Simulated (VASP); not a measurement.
The system is O.

```xyz
2
Lattice="2.8889 -1.6843 0.0000 2.8889 1.6843 0.0000 -2.4260 0.0000 3.6950" Properties=species:S:1:pos:R:3 pbc="T T T"
O     3.5822    0.0000    3.1202
O    -0.2304    0.0000    0.5749
```

Base run:

- Program: VASP 6.6.1
- Functional: PBEsol
- Potentials or basis: VASP PAW PBE potentials, release 64 (O)
- Cutoff: 520 eV
- k mesh: 10 × 10 × 7
- Occupations: fermi-dirac, width 0.05 eV
- Spin: no spin polarisation

Its results: band gap on the k mesh zero (bands 6 and 7 overlap by 0.25 eV); pressure -3.7 GPa; largest force 0.770 eV/Å.

The run is repeated on the same cell with these changes: functional from PBEsol to PBE. What comes out?

Band gap on the k mesh zero (bands 6 and 7 overlap by 0.25 eV); pressure -2.3 GPa; largest force 0.348 eV/Å.

PBE binds less tightly than PBEsol, so the same cell stands under more pressure.

Caveats: the standard files for N, O and F lose accuracy on very short bonds; spin is off for a triplet molecule; this functional lacks dispersion, which holds the molecules together, so the pressure and a relaxed volume are unreliable; the cell stands under tension (at least some runs); the PAW data sets were made with another functional, which shifts forces and pressure a little (at least some runs).
